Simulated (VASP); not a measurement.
# SiO2 in VASP: notebook, part 2 of 2

VASP 6.6.1. The steps go on from the part before.

## 3. Single point, PBE

The input, INCAR:

```
SYSTEM = SiO2
ALGO     = Normal         ! electronic algorithm
EDIFF    = 1E-6           ! SCF threshold, eV
ENCUT    = 520            ! plane-wave cutoff, eV
GGA      = PE             ! functional
ISIF     = 2              ! what is computed and relaxed
ISMEAR   = -1             ! smearing method
LASPH    = .TRUE.         ! aspherical terms in the spheres
LCHARG   = .FALSE.        ! write CHGCAR
LREAL    = Auto         
LWAVE    = .FALSE.        ! write WAVECAR
NBANDS   = 82             ! bands
NELM     = 80             ! most SCF steps
PREC     = Accurate       ! precision mode
SIGMA    = 0.05           ! smearing width, eV
```

The input, KPOINTS:

```
k-points
0
G
  2 2 1
  0 0 0
```

The input, POSCAR:

```
SiO2
1.0
    5.9206050000      0.0000000000      0.0000000000
    0.0000000000      5.3368000000      0.0000000000
    0.0000000000      0.0000000000     17.7714160000
Si O
8 16
Direct
    0.0000000000      0.0000000000      0.0562701363
    0.4999995777      0.2500000000      0.0562701363
    0.5749243532     -0.0070079448      0.2431038697
    0.0583217425      0.2222305501      0.2451127136
    0.0000000000      0.5000000000      0.0562701363
    0.4999995777      0.7500000000      0.0562701363
    0.5577132742      0.5012366961      0.2354792663
    0.0593689327      0.7526607705      0.2376906826
    1.0154198769     -0.0314233248      0.1622268029
    0.1941017852      0.2500000000      0.0562701363
    0.4855247057     -0.0071953230      0.1162034584
    0.8058973703      0.2500000000      0.0562701363
    0.5674251196     -0.1675348523      0.3516208275
    0.7495179969      0.2362277020      0.2315853728
    0.1170995194      0.0010493179      0.3021987668
    0.3603854674      0.2651214211      0.2225708970
    1.0159096917      0.4905374007      0.1504044472
    0.1941017852      0.7500000000      0.0562701363
    0.5297600499      0.4969269975      0.1194896344
    0.8058973703      0.7500000000      0.0562701363
    0.5715463200      0.5896604707      0.3327872129
    0.7556829074      0.7309623745      0.2212147867
    0.0831840665      0.5021548493      0.2975621076
    0.3745900968      0.7425985609      0.2217887421
```

Potentials or basis: VASP PAW PBE potentials, release 64 (Si, O).

Command:

```sh
$ cat potpaw_PBE.64/Si/POTCAR potpaw_PBE.64/O/POTCAR > POTCAR
$ mpirun -np 1 vasp_std > vasp.out
```

OUTCAR:

```text
SYSTEM = SiO2
   EDIFF = 1E-6
   ENCUT = 520
   GGA = PE
   ISIF = 2
   ISMEAR = -1
   LASPH = .TRUE.
   LREAL = Auto
   NELM = 80
   PREC = Accurate

 ion  position               nearest neighbor table
   1  0.000  0.000  0.056-  10 1.76  18 1.76  12 1.76  20 1.76   9 1.89   5 2.67   5 2.67
   2  0.500  0.250  0.056-  11 1.74  19 1.74  10 1.81  12 1.81   6 2.67   6 2.67
   3  0.575  0.993  0.243-  14 1.67  22 1.80  24 1.83  16 1.96  13 2.11  11 2.32   7 2.63   7 2.72
                             4 3.11   8 3.14
   4  0.058  0.222  0.245-  15 1.59  23 1.77  14 1.85  16 1.85   9 2.02  17 2.22   8 2.51   8 2.83
                             3 3.11
   5  0.000  0.500  0.056-  17 1.68  10 1.76  18 1.76  12 1.76  20 1.76   1 2.67   1 2.67
   6  0.500  0.750  0.056-  11 1.68  19 1.77  18 1.81  20 1.81   2 2.67   2 2.67
   7  0.558  0.501  0.235-  24 1.70  22 1.71  16 1.73  21 1.79  14 1.82  19 2.07   3 2.63   3 2.72

   8  0.059  0.753  0.238-  23 1.71  15 1.79   9 1.79  22 1.83  24 1.89  17 2.10   4 2.51   4 2.83
                             3 3.14
   9  0.015  0.969  0.162-   8 1.79   1 1.89   4 2.02
  10  0.194  0.250  0.056-   1 1.76   5 1.76   2 1.81
  11  0.486  0.993  0.116-   6 1.68   2 1.74   3 2.32
  12  0.806  0.250  0.056-   1 1.76   5 1.76   2 1.81
  13  0.567  0.832  0.352-  21 1.34   3 2.11
  14  0.750  0.236  0.232-   3 1.67   7 1.82   4 1.85
  15  0.117  0.001  0.302-   4 1.59   8 1.79
  16  0.360  0.265  0.223-   7 1.73   4 1.85   3 1.96
  17  0.016  0.491  0.150-   5 1.68   8 2.10   4 2.22
  18  0.194  0.750  0.056-   1 1.76   5 1.76   6 1.81
  19  0.530  0.497  0.119-   2 1.74   6 1.77   7 2.07
  20  0.806  0.750  0.056-   1 1.76   5 1.76   6 1.81
  21  0.572  0.590  0.333-  13 1.34   7 1.79
  22  0.756  0.731  0.221-   7 1.71   3 1.80   8 1.83
  23  0.083  0.502  0.298-   8 1.71   4 1.77
  24  0.375  0.743  0.222-   7 1.70   3 1.83   8 1.89

  LATTYP: Found a simple orthorhombic cell.
 ALAT       =     5.3368000000
 B/A-ratio  =     1.1093923325
 C/A-ratio  =     3.3299760156

  Lattice vectors:

 A1 = (   0.0000000000,  -5.3368000000,   0.0000000000)
 A2 = (   5.9206050000,   0.0000000000,   0.0000000000)
 A3 = (   0.0000000000,   0.0000000000,  17.7714160000)

Analysis of symmetry for initial positions (statically):
=====================================================================
 Subroutine PRICEL returns:
 Original cell was already a primitive cell.

 Routine SETGRP: Setting up the symmetry group for a
 simple orthorhombic supercell.

 Subroutine GETGRP returns: Found  1 space group operations
 (whereof  1 operations were pure point group operations)
 out of a pool of  8 trial point group operations.

The static configuration has the point symmetry C_1 .

Analysis of symmetry for dynamics (positions and initial velocities):
=====================================================================
 Subroutine PRICEL returns:
 Original cell was already a primitive cell.

 Routine SETGRP: Setting up the symmetry group for a
 simple orthorhombic supercell.

 Subroutine GETGRP returns: Found  1 space group operations
 (whereof  1 operations were pure point group operations)
 out of a pool of  8 trial point group operations.

The dynamic configuration has the point symmetry C_1 .

[... 94 lines left out ...]

 Found      4 irreducible k-points:

 Following reciprocal coordinates:
            Coordinates               Weight
  0.000000  0.000000  0.000000      1.000000
  0.500000  0.000000  0.000000      1.000000
  0.000000  0.500000  0.000000      1.000000
  0.500000  0.500000  0.000000      1.000000
   k-points           NKPTS =      4   k-points in BZ     NKDIM =      4   number of bands    NBANDS=     82
   number of dos      NEDOS =    301   number of ions     NIONS =     24
   total plane-waves  NPLWV = 268800
   dimension x,y,z NGX =    48 NGY =   40 NGZ =  140
   dimension x,y,z NGXF=    96 NGYF=   80 NGZF=  280
   ions per type =               8  16
   NGX,Y,Z   is equivalent  to a cutoff of  13.48, 12.46, 13.10 a.u.
   NGXF,Y,Z  is equivalent  to a cutoff of  26.96, 24.92, 26.19 a.u.
 SYSTEM =  SiO2
   PREC   = accura    normal or accurate (medium, high low for compatibility)
   ISTART =      0    job   : 0-new  1-cont  2-samecut
   ICHARG =      2    charge: 1-file 2-atom 10-const
   ISPIN  =      1    spin polarized calculation?
   LNONCOLLINEAR =      F non collinear calculations
   LSORBIT =      F    spin-orbit coupling
   LASPH  =      T    aspherical Exc in radial PAW
   ENCUT  =  520.0 eV  38.22 Ry    6.18 a.u.  11.01  9.92 33.04*2*pi/ulx,y,z
   NELM   =     80;   NELMIN=  2; NELMDL= -5     # of ELM steps
   EDIFF  = 0.1E-05   stopping-criterion for ELM
   LREAL  =      T    real-space projection
   EDIFFG = 0.1E-04   stopping-criterion for IOM
   NSW    =      0    number of steps for IOM
   IBRION =     -1    ionic relax: 0-MD 1-quasi-New 2-CG
   NFREE  =      0    steps in history (QN), initial steepest desc. (CG)
   ISIF   =      2    stress and relaxation
   ISYM   =      2    0-nonsym 1-usesym 2-fastsym
   POTIM  = 0.5000    time-step for ionic-motion
   TEBEG  =    0.0;   TEEND  =   0.0 temperature during run
   PSTRESS=    0.0 pullay stress
   NELECT =     128.0000    total number of electrons
   NUPDOWN=      -1.0000    fix difference up-down
   EMIN   =  10.00;   EMAX   =-10.00  energy-range for DOS
   EFERMI =   0.00;   METHOD = LEGACY
   ISMEAR =    -1;   SIGMA  =   0.05  broadening in eV -4-tet -1-fermi 0-gaus
   EFERMI_NEDOS =   21; number of points for ismear=-14 and -15
   IALGO  =     38    algorithm
   IMIX   =      4    mixing-type and parameters
     AMIX     =   0.40;   BMIX     =  1.00
     AMIX_MAG =   1.60;   BMIX_MAG =  1.00
  volume/ion in A,a.u.               =      23.40       157.89
  Fermi-wavevector in a.u.,A,eV,Ry     =   1.000050  1.889821 13.607192  1.000100
  Thomas-Fermi vector in A             =   2.132381
   LORBIT       =      0    0 simple, 1 ext, 2 COOP (PROOUT), +10 PAW based schemes
   GGA     = PE    functional components
   LHFCALC =     F    Hartree Fock is set to
   AEXX    =    0.0000 exact exchange contribution
   IVDW    =     0    specifies the selected vdW correction
   LEPSILON=     F    determine dielectric tensor
   LRPA    =     F    only Hartree local field effects (RPA)
 non-spin polarized calculation
  energy-cutoff  :      520.00
  volume of cell :      561.52
 maximum number of plane-waves:     15140
 NGX is ok and might be reduce to    48
   NGX = 23   NGY = 19   NGZ = 67

 number of electron     128.0000002 magnetization

 Free energy of the ion-electron system (eV)
  ---------------------------------------------------
  ext. energy  EPLUGINS =         0.00000000
  ---------------------------------------------------
  free energy    TOTEN  =      -165.21261648 eV

  energy without entropy =     -165.12940106  energy(sigma->0) =     -165.17100877

 E-fermi :  -0.5043     XC(G=0):  -5.1647

 val. band max:       -0.5187324562   @ k =   0.0000   0.5000   0.0000
 cond. band min:      -0.4956502091   @ k =   0.0000   0.0000   0.0000
 fundamental gap:      0.0230822472
 Fermi energy:        -0.5043246924

 k-point     1 :       0.0000    0.0000    0.0000
  band No.  band energies     occupation
      1     -24.2988      2.00000
      2     -24.2053      2.00000
      3     -22.8325      2.00000
      4     -22.6522      2.00000
      5     -22.2510      2.00000
      6     -21.4171      2.00000
[... 305 lines left out ...]
     75       5.6140      0.00000
     76       5.6389      0.00000
 [bands above 76 left out]

------------------------ aborting loop because EDIFF is reached ----------------------------------------

  FORCE on cell =-STRESS in cart. coord.  units (eV):
  Direction    XX          YY          ZZ          XY          YZ          ZX
  --------------------------------------------------------------------------------------
  -------------------------------------------------------------------------------------
  Total       17.9723691      1.9567107    -12.9077799     -0.3469976     -1.8950703    -15.3288411
  in kB       51.2798637      5.5830066    -36.8292678     -0.9900747     -5.4071306    -43.7371879
  external PRESSURE =       6.6778675 kB  Pullay stress =       0.0000000 kB

 VOLUME and BASIS-vectors are now :
 -----------------------------------------------------------------------------
  energy-cutoff  :      520.00
  volume of cell :      561.52
      direct lattice vectors                 reciprocal lattice vectors
     5.920605000  0.000000000  0.000000000     0.168901658  0.000000000  0.000000000
     0.000000000  5.336800000  0.000000000     0.000000000  0.187378204  0.000000000
     0.000000000  0.000000000 17.771416000     0.000000000  0.000000000  0.056270136

 POSITION                                       TOTAL-FORCE (eV/Angst)
 -----------------------------------------------------------------------------------
      0.00000      0.00000      1.00000         0.506770     -0.330563      6.733575
      2.96030      1.33420      1.00000        -0.003279      0.557300      0.939204
      3.40390      5.29940      4.32030        -3.091987     -2.526398     -0.378640
      0.34530      1.18600      4.35600         1.106639      4.851734     -2.005990
      0.00000      2.66840      1.00000         0.369471      0.042995      7.015579
      2.96030      4.00260      1.00000         0.130872     -1.412635      0.731090
[... 16 lines left out ...]
      0.49250      2.67990      5.28810        -1.557828     -0.736149     -1.919416
      2.21780      3.96310      3.94150        -0.998007      1.749102      0.459510
 -----------------------------------------------------------------------------------
    total drift:                               -0.007306      0.000237     -0.004035

  FREE ENERGIE OF THE ION-ELECTRON SYSTEM (eV)
  ---------------------------------------------------
  free  energy   TOTEN  =      -165.2126164765 eV

  energy  without entropy=     -165.1294010602  energy(sigma->0) =     -165.17100877
```

Run time: 9.4 min. Hardware: 1 thread of Intel Xeon Platinum 8259CL at 2.50GHz (Skylake/Cascade Lake), shared host; peak memory 0.59 GiB.

What came out:

* Free energy: -165.2126 eV
* Largest force: 7.025 eV/Å
* Band gap on the k mesh: zero (bands 64 and 65 overlap by 0.02 eV)

Forces on the atoms (eV/Å):
```
Si   0.507 -0.331  6.734
Si  -0.003  0.557  0.939
Si  -3.092 -2.526 -0.379
Si   1.107  4.852 -2.006
Si   0.369  0.043  7.016
Si   0.131 -1.413  0.731
Si  -1.024  0.354 -0.933
Si   1.202 -2.273 -0.783
O    1.586  2.580  0.126
O   -1.358 -0.685 -3.233
O    1.442  1.207 -1.169
O    1.821 -1.315 -2.901
O    0.208  2.155 -1.888
O   -0.120  0.501  1.623
O   -2.252 -2.439 -0.649
O    1.824 -2.007  1.747
O    0.883 -0.187  1.941
O   -1.308  0.027 -3.518
O   -0.733 -0.162 -1.283
O    1.707  0.817 -3.175
O   -0.111 -2.644  1.199
O   -0.230  1.874  1.322
O   -1.558 -0.736 -1.919
O   -0.998  1.749  0.460
```

Caveat: the k points lie up to 0.59 Å⁻¹ apart; the atoms stand as in a frame of molecular dynamics.

## 4. Single point, PBE

The input, INCAR:

```
SYSTEM = SiO2
  PREC = Accurate
  ENCUT = 520
  EDIFF = 1E-6
  ISMEAR = -1
  SIGMA = 0.05
  LREAL = Auto
  LASPH = .True.
  NELM = 100
  ALGO = Normal
  ISIF = 2
  LWAVE = .False.
  LCHARG = .False.
  GGA = PE
  NBANDS = 82
```

The input, KPOINTS:

```
Automatic mesh
0
Gamma
  2 2 1
  0 0 0
```

The input, POSCAR:

```
SiO2
1.0
    5.9206050000      0.0000000000      0.0000000000
    0.0000000000      5.3368000000      0.0000000000
    0.0000000000      0.0000000000     17.7714160000
Si O
8 16
Direct
    0.0000000000      0.0000000000      0.0562701363
    0.4999995777      0.2500000000      0.0562701363
    0.5531867098     -0.0039724179      0.2570138474
    0.0072627713      0.2453530205      0.2251030531
    0.0000000000      0.5000000000      0.0562701363
    0.4999995777      0.7500000000      0.0562701363
    0.5143393285      0.5200307300      0.2397051535
    0.0118737865      0.7255471444      0.2250355290
    1.0347253363     -0.0209301454      0.1527396579
    0.1941017852      0.2500000000      0.0562701363
    0.4876697567     -0.0011055314      0.1147291808
    0.8058973703      0.2500000000      0.0562701363
    0.5425459054     -0.0997601559      0.3453073182
    0.7088464777      0.2677259781      0.2329583642
   -0.0010640804     -0.0185317044      0.2783233480
    0.3585106590      0.2447534103      0.2484889218
    1.0156901195      0.5011992205      0.1486094299
    0.1941017852      0.7500000000      0.0562701363
    0.5230546540      0.4919989507      0.1107902713
    0.8058973703      0.7500000000      0.0562701363
    0.5739109432      0.6049130565      0.3343458957
    0.7010938916      0.7589192025      0.2057292452
    0.0010809706      0.4967958327      0.2862743183
    0.3371783796      0.7341665417      0.2110467731
```

Command:

```sh
$ cat potpaw_PBE.64/Si/POTCAR potpaw_PBE.64/O/POTCAR > POTCAR
$ mpirun -np 1 vasp_std > vasp.out
```

Run time: 9 min. Hardware: 1 thread of Intel Xeon Platinum 8259CL at 2.50GHz (Skylake/Cascade Lake), shared host; peak memory 0.59 GiB.

Results (log left out):

* Free energy: -166.4586 eV
* Largest force: 6.113 eV/Å
* Band gap on the k mesh: zero (bands 64 and 65 overlap by 0.04 eV)

Forces in eV/Å, atoms in the order of the input:
```
Si   0.566 -0.261  6.081
Si  -0.210 -1.667  0.011
Si  -0.957  0.656 -2.463
Si   0.717 -1.320  2.241
Si   0.281  0.122  3.966
Si  -0.111  0.392  1.083
Si   1.178 -1.074  0.959
Si   0.771  2.594 -0.344
O   -1.073  2.790 -0.868
O   -1.310  0.227 -3.744
O    0.729  0.949 -2.233
O    1.870 -0.821 -3.201
O    0.154 -2.286 -0.198
O    1.222 -1.186 -0.948
O    0.313  0.830  1.195
O   -2.677 -0.148 -0.533
O   -0.111 -1.659  2.874
O   -0.948 -0.644 -4.213
O   -1.167  0.680  0.168
O    1.520  0.410 -3.431
O   -0.716  1.461  0.276
O    1.628 -0.052  1.973
O    1.261 -0.875 -0.906
O   -2.932  0.879  2.256
```

Levels at points of the mesh, in eV from the Fermi level:
```
           k point  band 61  band 62  band 63  band 64  band 65  band 66  band 67  band 68
(0.00, 0.00, 0.00)    -1.04    -0.78    -0.19    -0.13     0.25     0.78     1.13     2.47
(0.50, 0.00, 0.00)    -0.98    -0.88    -0.42    -0.21     0.56     1.01     1.75     2.64
(0.00, 0.50, 0.00)    -0.46    -0.38    -0.32    -0.24    -0.01     0.86     0.89     2.43
(0.50, 0.50, 0.00)    -0.89    -0.75    -0.16     0.03     0.06     0.72     0.75     2.45
```

Caveat: the k points lie up to 0.59 Å⁻¹ apart; the atoms stand as in a frame of molecular dynamics.

## 5. The runs side by side

| cell | gap on the mesh (eV) | largest force (eV/Å) |
| --- | --- | --- |
| as given, atomic positions A | 0.02 | 7.47 |
| as given, atomic positions B | none | 7.03 |
| as given, atomic positions C | none | 6.11 |

Alike in all rows: task single point; level PBE; potentials or basis VASP PAW PBE potentials, release 64 (Si, O); no spin polarisation; k mesh 2 × 2 × 1; cutoff (eV) 520; smearing fermi-dirac 0.05 eV.

Caveats: all runs use coarse meshes; the atoms stand as in a frame of molecular dynamics.

Total energies depend on the potentials used, so only differences within one code and one set of settings carry meaning.
